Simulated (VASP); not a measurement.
Input of a VASP 6.6.1 run:

The input INCAR:

```
SYSTEM = SnO2
PREC     = Accurate       ! precision mode
ENCUT    = 520            ! plane-wave cutoff, eV
EDIFF    = 1E-6           ! SCF threshold, eV
ISMEAR   = 0              ! smearing method
SIGMA    = 0.05           ! smearing width, eV
LREAL    = .False.        ! projectors in reciprocal space
LASPH    = .True.         ! aspherical terms in the spheres
NELM     = 100            ! most SCF steps
ALGO     = Normal         ! electronic algorithm
ISIF     = 2              ! what is computed and relaxed
LWAVE    = .False.        ! write WAVECAR
LCHARG   = .False.        ! write CHGCAR
GGA      = PE             ! functional
NBANDS   = 20             ! bands
```

KPOINTS

```
regular mesh
0
Gamma
  12 12 12
  0 0 0
```

File POSCAR:

```
SnO2
1.0
    1.6022668400      0.9250691914      4.8741482374
   -1.6022668400      0.9250691914      4.8741482374
    0.0000000000     -1.8501383828      4.8741482374
Sn O
1 2
Direct
    0.5000000000      0.5000000000      0.5000000000
    0.2176001231      0.2176001231      0.2176001231
    0.7823998769      0.7823998769      0.7823998769
```

Potentials or basis: VASP PAW PBE potentials, release 64 (Sn_d, O).

The run is started by

```bash
$ cat potpaw_PBE.64/Sn_d/POTCAR potpaw_PBE.64/O/POTCAR > POTCAR
$ mpirun -np 1 vasp_std > vasp.out
```

Estimate the largest force.

4.417 eV/Å.

Predict the band gap on the k mesh.

2.54 eV (least direct gap 3.82 eV).

Estimate the pressure.

32.3 GPa.

Stress tensor (GPa, compression positive):
```
36.65  0.00  0.00
 0.00 36.65  0.00
 0.00  0.00 23.65
```

Caveat: the cell differs from its parent crystal (atoms shifted along a free coordinate); the cell stands under pressure; spin-orbit coupling is left out, which moves the levels of the heavy elements; forces of over 1 eV/Å act on the atoms, so gaps and moduli don't describe the material at rest. A k mesh can miss the band edges.
